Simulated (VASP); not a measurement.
# TaIn4 (Im-3m) in VASP: notebook

TaIn4 is run at these levels: PBE; tasks: single point, relaxation of cell and atoms.

Everything below comes from runs of VASP 6.6.1. Logs are shortened: lines on timing, memory, paths and dates and some standing lists are left out, and cuts for length are marked.

## Step 1: The cell of the first run

The structure is cubic, space group Im-3m (No. 229). The conventional cell has a = 6.568 Å, b = 6.568 Å, c = 6.568 Å, α = 90.00°, β = 90.00°, γ = 90.00°. Ta (site symmetry m-3m) has 8 In at 2.84 Å within 3.7 Å. Within 3.7 Å of In (site symmetry -3m) lie 2 Ta at 2.84 Å and 6 In at 3.28 Å.

## Step 2: Single point, PBE

File INCAR:

```
  ALGO = Normal
  EDIFF = 1E-7
  ENCUT = 520
  GGA = PE
  ISIF = 2
  ISMEAR = 0
  LASPH = True
  LCHARG = False
  LREAL = False
  LWAVE = False
  NBANDS = 40
  NELM = 80
  PREC = Accurate
  SIGMA = 0.2
```

File KPOINTS:

```
k-points
0
Gamma
  4 4 4
```

File POSCAR:

```
TaIn4
1.0
   -3.2839144617      3.2839144617      3.2839144617
    3.2839144617     -3.2839144617      3.2839144617
    3.2839144617      3.2839144617     -3.2839144617
Ta In
1 4
Direct
    0.0000000000      0.0000000000      0.0000000000
    0.0000000000      0.5000000000      0.0000000000
    0.5000000000      0.0000000000      0.0000000000
    0.0000000000      0.0000000000      0.5000000000
    0.5000000000      0.5000000000      0.5000000000
```

Potentials or basis: VASP PAW PBE potentials, release 64 (Ta_pv, In_d).

The run is started by

```
> cat potpaw_PBE.64/Ta_pv/POTCAR potpaw_PBE.64/In_d/POTCAR > POTCAR
> mpirun -np 1 vasp_std > vasp.out
```

OUTCAR:

```text
EDIFF = 1E-7
   ENCUT = 520
   GGA = PE
   ISIF = 2
   ISMEAR = 0
   LASPH = True
   LREAL = False
   NELM = 80
   PREC = Accurate

 ion  position               nearest neighbor table
   1  0.000  0.000  0.000-   2 2.84   3 2.84   4 2.84   5 2.84   4 2.84   2 2.84   3 2.84   5 2.84

   2  0.000  0.500  0.000-   1 2.84   1 2.84   4 3.28   5 3.28   3 3.28   4 3.28   5 3.28   3 3.28

   3  0.500  0.000  0.000-   1 2.84   1 2.84   4 3.28   5 3.28   5 3.28   2 3.28   4 3.28   2 3.28

   4  0.000  0.000  0.500-   1 2.84   1 2.84   3 3.28   5 3.28   2 3.28   2 3.28   3 3.28   5 3.28

   5  0.500  0.500  0.500-   1 2.84   1 2.84   3 3.28   4 3.28   3 3.28   2 3.28   4 3.28   2 3.28

  LATTYP: Found a body centered cubic cell.
 ALAT       =     6.5678289234

  Lattice vectors:

 A1 = (  -3.2839144617,   3.2839144617,   3.2839144617)
 A2 = (   3.2839144617,  -3.2839144617,   3.2839144617)
 A3 = (   3.2839144617,   3.2839144617,  -3.2839144617)

Analysis of symmetry for initial positions (statically):
=====================================================================
 Subroutine PRICEL returns:
 Original cell was already a primitive cell.

 Routine SETGRP: Setting up the symmetry group for a
 body centered cubic supercell.

 Subroutine GETGRP returns: Found 48 space group operations
 (whereof 48 operations were pure point group operations)
 out of a pool of 48 trial point group operations.

The static configuration has the point symmetry O_h .

Analysis of symmetry for dynamics (positions and initial velocities):
=====================================================================
 Subroutine PRICEL returns:
 Original cell was already a primitive cell.

 Routine SETGRP: Setting up the symmetry group for a
 body centered cubic supercell.

 Subroutine GETGRP returns: Found 48 space group operations
 (whereof 48 operations were pure point group operations)
 out of a pool of 48 trial point group operations.

The dynamic configuration has the point symmetry O_h .

 Subroutine INISYM returns: Found 48 space group operations
 (whereof 48 operations are pure point group operations),
 and found     1 'primitive' translations

----------------------------------------------------------------------------------------

                                     Primitive cell

  volume of cell :     141.6562

  direct lattice vectors                    reciprocal lattice vectors
    -3.283914462  3.283914462  3.283914462     0.000000000  0.152257315  0.152257315
     3.283914462 -3.283914462  3.283914462     0.152257315  0.000000000  0.152257315
     3.283914462  3.283914462 -3.283914462     0.152257315  0.152257315  0.000000000

  length of vectors
     5.687906695  5.687906695  5.687906695     0.215324360  0.215324360  0.215324360

  position of ions in fractional coordinates (direct lattice)
     0.000000000  0.000000000  0.000000000
     0.000000000  0.500000000  0.000000000
     0.500000000  0.000000000  0.000000000
     0.000000000  0.000000000  0.500000000
     0.500000000  0.500000000  0.500000000

  ion indices of the primitive-cell ions
   primitive index   ion index
                 1           1
                 2           2
                 3           3
                 4           4
                 5           5

----------------------------------------------------------------------------------------

 KPOINTS: k-points

Automatic generation of k-mesh.
 Grid dimensions read from file:
 generate k-points for:    4    4    4

 Generating k-lattice:

  Cartesian coordinates                     Fractional coordinates (reciprocal lattice)
     0.000000000  0.038064329  0.038064329     0.250000000  0.000000000  0.000000000
     0.038064329  0.000000000  0.038064329     0.000000000  0.250000000  0.000000000
     0.038064329  0.038064329  0.000000000     0.000000000  0.000000000  0.250000000

  Length of vectors
     0.053831090  0.053831090  0.053831090

  Shift w.r.t. Gamma in fractional coordinates (k-lattice)
     0.000000000  0.000000000  0.000000000

 Subroutine IBZKPT returns following result:
 ===========================================

 Found      8 irreducible k-points:

 Following reciprocal coordinates:
            Coordinates               Weight
  0.000000  0.000000  0.000000      1.000000
  0.250000  0.000000  0.000000     12.000000
  0.500000  0.000000  0.000000      6.000000
  0.250000  0.250000  0.000000     24.000000
  0.250000  0.250000  0.250000      2.000000
 -0.250000  0.250000  0.250000      6.000000
  0.500000  0.500000  0.250000     12.000000
  0.500000  0.500000  0.500000      1.000000
   k-points           NKPTS =      8   k-points in BZ     NKDIM =      8   number of bands    NBANDS=     40
   number of dos      NEDOS =    301   number of ions     NIONS =      5
   total plane-waves  NPLWV =  74088
   dimension x,y,z NGX =    42 NGY =   42 NGZ =   42
   dimension x,y,z NGXF=    84 NGYF=   84 NGZF=   84
   ions per type =               1   4
   NGX,Y,Z   is equivalent  to a cutoff of  12.28, 12.28, 12.28 a.u.
   NGXF,Y,Z  is equivalent  to a cutoff of  24.55, 24.55, 24.55 a.u.
 SYSTEM =  unknown system
   PREC   = accura    normal or accurate (medium, high low for compatibility)
   ISTART =      0    job   : 0-new  1-cont  2-samecut
   ICHARG =      2    charge: 1-file 2-atom 10-const
   ISPIN  =      1    spin polarized calculation?
   LNONCOLLINEAR =      F non collinear calculations
   LSORBIT =      F    spin-orbit coupling
   LASPH  =      T    aspherical Exc in radial PAW
   ENCUT  =  520.0 eV  38.22 Ry    6.18 a.u.  10.58 10.58 10.58*2*pi/ulx,y,z
   NELM   =     80;   NELMIN=  2; NELMDL= -5     # of ELM steps
   EDIFF  = 0.1E-06   stopping-criterion for ELM
   LREAL  =      F    real-space projection
   EDIFFG = 0.1E-05   stopping-criterion for IOM
   NSW    =      0    number of steps for IOM
   IBRION =     -1    ionic relax: 0-MD 1-quasi-New 2-CG
   NFREE  =      0    steps in history (QN), initial steepest desc. (CG)
   ISIF   =      2    stress and relaxation
   ISYM   =      2    0-nonsym 1-usesym 2-fastsym
   POTIM  = 0.5000    time-step for ionic-motion
   TEBEG  =    0.0;   TEEND  =   0.0 temperature during run
   PSTRESS=    0.0 pullay stress
   NELECT =      63.0000    total number of electrons
   NUPDOWN=      -1.0000    fix difference up-down
   EMIN   =  10.00;   EMAX   =-10.00  energy-range for DOS
   EFERMI =   0.00;   METHOD = LEGACY
   ISMEAR =     0;   SIGMA  =   0.20  broadening in eV -4-tet -1-fermi 0-gaus
   EFERMI_NEDOS =   21; number of points for ismear=-14 and -15
   IALGO  =     38    algorithm
   IMIX   =      4    mixing-type and parameters
     AMIX     =   0.40;   BMIX     =  1.00
     AMIX_MAG =   1.60;   BMIX_MAG =  1.00
  volume/ion in A,a.u.               =      28.33       191.19
  Fermi-wavevector in a.u.,A,eV,Ry     =   1.249616  2.361431 21.246037  1.561540
  Thomas-Fermi vector in A             =   2.383648
   LORBIT       =      0    0 simple, 1 ext, 2 COOP (PROOUT), +10 PAW based schemes
   GGA     = PE    functional components
   LHFCALC =     F    Hartree Fock is set to
   AEXX    =    0.0000 exact exchange contribution
   IVDW    =     0    specifies the selected vdW correction
   LEPSILON=     F    determine dielectric tensor
   LRPA    =     F    only Hartree local field effects (RPA)
 non-spin polarized calculation
 Gauss-broadening in eV      SIGMA  =   0.20
  energy-cutoff  :      520.00
  volume of cell :      141.66
 maximum number of plane-waves:      3884
   NGX = 21   NGY = 21   NGZ = 21

 number of electron      63.0000000 magnetization

 Free energy of the ion-electron system (eV)
  ---------------------------------------------------
  ext. energy  EPLUGINS =         0.00000000
  ---------------------------------------------------
  free energy    TOTEN  =       -21.29120910 eV

  energy without entropy =      -21.19322124  energy(sigma->0) =      -21.24221517

 E-fermi :   5.1169     XC(G=0):  -9.7384

 val. band max:        5.1146890705   @ k =  -0.2500   0.2500   0.2500
 cond. band min:       5.1376547424   @ k =   0.0000   0.0000   0.0000
 fundamental gap:      0.0229656719
 Fermi energy:         5.1168741663

 k-point     1 :       0.0000    0.0000    0.0000
  band No.  band energies     occupation
      1     -28.7954      2.00000
      2     -28.7954      2.00000
      3     -28.7954      2.00000
      4      -8.9649      2.00000
      5      -8.9649      2.00000
      6      -8.8818      2.00000
[... 32 lines left out ...]
     39       9.0954      0.00000
     40      10.3771      0.00000

 k-point     2 :       0.2500    0.0000    0.0000
  band No.  band energies     occupation
      1     -28.7981      2.00000
      2     -28.7968      2.00000
      3     -28.7955      2.00000
      4      -8.9355      2.00000
      5      -8.8982      2.00000
      6      -8.8348      2.00000
[... 32 lines left out ...]
     39       9.6525      0.00000
     40       9.7715      0.00000

 k-point     3 :       0.5000    0.0000    0.0000
  band No.  band energies     occupation
      1     -28.8007      2.00000
      2     -28.7982      2.00000
      3     -28.7956      2.00000
      4      -8.8712      2.00000
      5      -8.8707      2.00000
      6      -8.7845      2.00000
[... 32 lines left out ...]
     39       9.7470      0.00000
     40       9.9352      0.00000

 k-point     4 :       0.2500    0.2500    0.0000
  band No.  band energies     occupation
      1     -28.8000      2.00000
      2     -28.7982      2.00000
      3     -28.7964      2.00000
      4      -8.8788      2.00000
      5      -8.8134      2.00000
      6      -8.8021      2.00000
[... 32 lines left out ...]
     39       9.8389      0.00000
     40      10.4941      0.00000

 k-point     5 :       0.2500    0.2500    0.2500
  band No.  band energies     occupation
      1     -28.7982      2.00000
      2     -28.7982      2.00000
      3     -28.7982      2.00000
      4      -8.7388      2.00000
      5      -8.7388      2.00000
      6      -8.7388      2.00000
[... 32 lines left out ...]
     39       8.5625      0.00000
     40      10.3767      0.00000

 k-point     6 :      -0.2500    0.2500    0.2500
  band No.  band energies     occupation
      1     -28.7982      2.00000
      2     -28.7982      2.00000
      3     -28.7982      2.00000
      4      -8.9468      2.00000
      5      -8.8504      2.00000
      6      -8.8407      2.00000
[... 32 lines left out ...]
     39      10.4135      0.00000
     40      10.4135      0.00000

 k-point     7 :       0.5000    0.5000    0.2500
  band No.  band energies     occupation
      1     -28.8008      2.00000
      2     -28.7995      2.00000
      3     -28.7983      2.00000
      4      -8.9034      2.00000
      5      -8.9030      2.00000
      6      -8.8620      2.00000
[... 32 lines left out ...]
     39      11.1865      0.00000
     40      11.4406      0.00000

 k-point     8 :       0.5000    0.5000    0.5000
  band No.  band energies     occupation
      1     -28.8009      2.00000
      2     -28.8009      2.00000
      3     -28.8009      2.00000
      4      -8.9293      2.00000
      5      -8.9293      2.00000
      6      -8.9293      2.00000
[... 32 lines left out ...]
     39      11.6779      0.00000
     40      11.6779      0.00000

------------------------ aborting loop because EDIFF is reached ----------------------------------------

  FORCE on cell =-STRESS in cart. coord.  units (eV):
  Direction    XX          YY          ZZ          XY          YZ          ZX
  --------------------------------------------------------------------------------------
  -------------------------------------------------------------------------------------
  Total       -0.1412551     -0.1412551     -0.1412551      0.0000000      0.0000000     -0.0000000
  in kB       -1.5976415     -1.5976415     -1.5976415      0.0000000      0.0000000     -0.0000000
  external PRESSURE =      -1.5976415 kB  Pullay stress =       0.0000000 kB

 VOLUME and BASIS-vectors are now :
 -----------------------------------------------------------------------------
  energy-cutoff  :      520.00
  volume of cell :      141.66
      direct lattice vectors                 reciprocal lattice vectors
    -3.283914462  3.283914462  3.283914462     0.000000000  0.152257315  0.152257315
     3.283914462 -3.283914462  3.283914462     0.152257315  0.000000000  0.152257315
     3.283914462  3.283914462 -3.283914462     0.152257315  0.152257315  0.000000000

 POSITION                                       TOTAL-FORCE (eV/Angst)
 -----------------------------------------------------------------------------------
      0.00000      0.00000      0.00000        -0.000000      0.000000     -0.000000
      1.64196     -1.64196      1.64196        -0.000000     -0.000000     -0.000000
     -1.64196      1.64196      1.64196         0.000000      0.000000     -0.000000
      1.64196      1.64196     -1.64196        -0.000000      0.000000     -0.000000
      1.64196      1.64196      1.64196         0.000000      0.000000      0.000000
 -----------------------------------------------------------------------------------
    total drift:                               -0.000000     -0.000000      0.000000

  FREE ENERGIE OF THE ION-ELECTRON SYSTEM (eV)
  ---------------------------------------------------
  free  energy   TOTEN  =       -21.2912090994 eV

  energy  without entropy=      -21.1932212393  energy(sigma->0) =      -21.24221517
```

Wall time 59 s (1 thread of Intel Xeon 6975P-C, shared host); peak memory 0.27 GiB.

What came out:

```
Free energy : -21.2912 eV
Pressure    : -0.2 GPa
```

Caveat: spin-orbit coupling is left out, which moves the levels of the heavy elements.

## Step 3: Relaxation of cell and atoms, PBE

This run uses another cell than the first one, of 22.59 Å³/atom, 0.797 times its volume.

File INCAR:

```
ALGO     = Fast           # electronic algorithm
EDIFF    = 1E-7           # SCF threshold, eV
EDIFFG   = -0.08          # ionic threshold
ENCUT    = 600            # plane-wave cutoff, eV
GGA      = PE             # functional
IBRION   = 2              # ionic algorithm
ISIF     = 3              # what is computed and relaxed
ISMEAR   = 0              # smearing method
LASPH    = T              # aspherical terms in the spheres
LCHARG   = F              # write CHGCAR
LREAL    = F              # projectors in reciprocal space
LWAVE    = F              # write WAVECAR
NELM     = 80             # most SCF steps
NSW      = 36             # ionic steps
PREC     = Accurate       # precision mode
SIGMA    = 0.2            # smearing width, eV
```

KPOINTS is that of step 2.

Changes to POSCAR since step 2:

```diff
@@ -2,5 +2,5 @@
 1.0
-   -3.2839144617      3.2839144617      3.2839144617
-    3.2839144617     -3.2839144617      3.2839144617
-    3.2839144617      3.2839144617     -3.2839144617
+   -3.0450000000      3.0450000000      3.0450000000
+    3.0450000000     -3.0450000000      3.0450000000
+    3.0450000000      3.0450000000     -3.0450000000
 Ta In
```

Potentials or basis: VASP PAW PBE potentials, release 64 (Ta_pv, In_d).

The run is started by

```
> cat potpaw_PBE.64/Ta_pv/POTCAR potpaw_PBE.64/In_d/POTCAR > POTCAR
> mpirun -np 1 vasp_std > vasp.out
```

Wall time 3 min (1 thread of Intel Xeon 6975P-C, shared host); peak memory 0.28 GiB.

Results (log left out):

* Free energy: -21.2811 eV
* Relaxed volume: 28.35 Å³/atom
* Relaxed cell: a = 5.689 Å, b = 5.689 Å, c = 5.689 Å, α = 109.47°, β = 109.47°, γ = 109.47°
* Space group after relaxing (to 0.05 Å): Im-3m (No. 229)
* Energy gained by relaxing: 317.9 meV/atom
* Ionic steps: 3
* Pressure after relaxing: -0.2 GPa

The path:
```tsv
step	energy change (eV)	largest force (eV/Å)	pressure (GPa)	volume (Å³)
1	0.0000	0.0000	22.10	112.93
2	-0.7606	0.0000	-7.06	171.90
3	-1.5893	0.0000	-0.16	141.73
```

Final structure:
```cif
data_structure
_symmetry_space_group_name_H-M 'P 1'
_symmetry_Int_Tables_number 1
_cell_length_a 5.6888
_cell_length_b 5.6888
_cell_length_c 5.6888
_cell_angle_alpha 109.471
_cell_angle_beta 109.471
_cell_angle_gamma 109.471
_cell_volume 141.73
loop_
_atom_site_label
_atom_site_type_symbol
_atom_site_fract_x
_atom_site_fract_y
_atom_site_fract_z
_atom_site_occupancy
Ta1 Ta 0.00000 0.00000 0.00000 1
In1 In 0.00000 0.50000 0.00000 1
In2 In 0.50000 0.00000 0.00000 1
In3 In 0.00000 0.00000 0.50000 1
In4 In 0.50000 0.50000 0.50000 1
```

Levels at points of the mesh, in eV from the Fermi level:
| k point | band 29 | band 30 | band 31 | band 32 | band 33 | band 34 |
| --- | --- | --- | --- | --- | --- | --- |
| (0.00, 0.00, 0.00) | -0.54 | -0.54 | 0.02 | 0.02 | 0.83 | 0.83 |
| (0.50, 0.00, 0.00) | -0.80 | -0.46 | -0.17 | 0.03 | 1.75 | 2.56 |
| (0.50, 0.50, 0.50) | -2.77 | -0.97 | -0.97 | -0.97 | 1.05 | 2.49 |

Caveat: the k points lie up to 0.34 Å⁻¹ apart in the final cell; the volume moved by over 15 % at a fixed basis, so the end points are rough; spin-orbit coupling is left out, which moves the levels of the heavy elements.
